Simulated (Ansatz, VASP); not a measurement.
**CdSe: VASP beside Ansatz**

```xyz
4
Lattice="4.2581 0.0000 0.0000 -2.1290 3.6876 0.0000 0.0000 0.0000 7.0870" Properties=species:S:1:pos:R:3 pbc="T T T"
Cd    0.0000    2.4584    0.0484
Cd    2.1290    1.2292    3.5919
Se    0.0000    2.4584    2.6801
Se    2.1290    1.2292    6.2236
```

Change from the starting cell: film at in-plane strain -0.01.

Alike in both runs: task single point; functional PBEsol; k mesh 6 × 6 × 4; occupations fermi-dirac, width 0.01 eV; non-collinear spin, spin-orbit coupling.

|  | VASP | Ansatz |
| --- | --- | --- |
| version | VASP 6.6.1 | Ansatz 0.2.0 |
| potentials or method | VASP PAW PBE potentials, release 64 (Cd, Se), cutoff 500 eV | all-electron LAPW |

Ansatz gave:

| Item | Value |
| --- | --- |
| pressure (GPa) | 0.6 |
| traceless stress, the component that is largest in VASP (GPa) | -0.59 |

Problem. Estimate VASP's values.

Solution. Pressure (GPa): 0.9; traceless stress, the component that is largest in VASP (GPa): -0.59.

VASP's potentials were made for PBE, not for PBEsol. Ansatz ran all-electron here, and VASP with PAW potentials.
